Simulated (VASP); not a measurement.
Write the native input for VASP 6.6.1 that does the following.

```yaml
Task: relaxation of cell and atoms
Functional: r2SCAN
Potentials_or_basis: VASP PAW PBE potentials, release 64 (Ge_d)
Cutoff: 600 eV
k_mesh: 8 × 8 × 8
Occupations: fermi-dirac, width 0.02 eV
Spin: no spin polarisation
Dipole_correction: no
Further_INCAR_settings: ALGO = Normal; EDIFF = 1e-07; IBRION = 2; EDIFFG = -0.005; NSW = 80; ISIF = 3
```

Crystal: Ge.

```
Ge
1.0
     0.00000    2.88060    2.88060
     2.88060    0.00000    2.88060
     2.88060    2.88060    0.00000
Ge
2
Direct
  0.00000 0.00000 0.00000
  0.25000 0.25000 0.25000
```

These files were run (other wordings do the same):

POSCAR

```
Ge
1.0
    0.0000000000      2.8805995821      2.8805995821
    2.8805995821      0.0000000000      2.8805995821
    2.8805995821      2.8805995821      0.0000000000
Ge
2
Direct
    0.0000000000      0.0000000000      0.0000000000
    0.2500000000      0.2500000000      0.2500000000
```

INCAR.step1

```
PREC = Accurate
ENCUT = 600
ISMEAR = -1
SIGMA = 0.02
LREAL = F
LASPH = T
NELM = 80
GGA = PE
ALGO = Normal
EDIFF = 1E-4
LWAVE = T
LCHARG = F
```

INCAR.step2

```
PREC = Accurate
ENCUT = 600
EDIFF = 1E-7
ISMEAR = -1
SIGMA = 0.02
LREAL = F
LASPH = T
NELM = 80
ALGO = Normal
ISIF = 3
LWAVE = F
LCHARG = F
METAGGA = R2SCAN
LMIXTAU = T
IBRION = 2
NSW = 80
EDIFFG = -0.005
ISTART = 1
```

KPOINTS

```
Automatic mesh
0
Gamma
  8 8 8
```

Potentials or basis: VASP PAW PBE potentials, release 64 (Ge_d).

Run with:

```sh
$ cat potpaw_PBE.64/Ge_d/POTCAR > POTCAR
$ cp INCAR.step1 INCAR
$ mpirun -np 1 vasp_std > vasp.out
$ cp INCAR.step2 INCAR
$ mpirun -np 1 vasp_std > vasp.out
```

It gave:

```
Relaxed volume                        : 22.86 Å³/atom
Relaxed cell                          : a = 4.014 Å, b = 4.014 Å, c = 4.014 Å, α = 60.00°, β = 60.00°, γ = 60.00°
Space group after relaxing (to 0.1 Å) : Fd-3m (No. 227)
Energy gained by relaxing             : 9.7 meV/atom
Ionic steps                           : 4
Pressure after relaxing               : 0.0 GPa
Band gap on the k mesh                : 0.31 eV
```

Caveat: semilocal functionals underestimate gaps, and a narrow one can read as zero; the PAW data sets were made with another functional, which shifts forces and pressure a little.

Run time: 3.8 min on 1 thread of Intel(R) Xeon(R) 6975P-C (Granite Rapids), with other jobs on the host, peak memory 0.24 GiB.
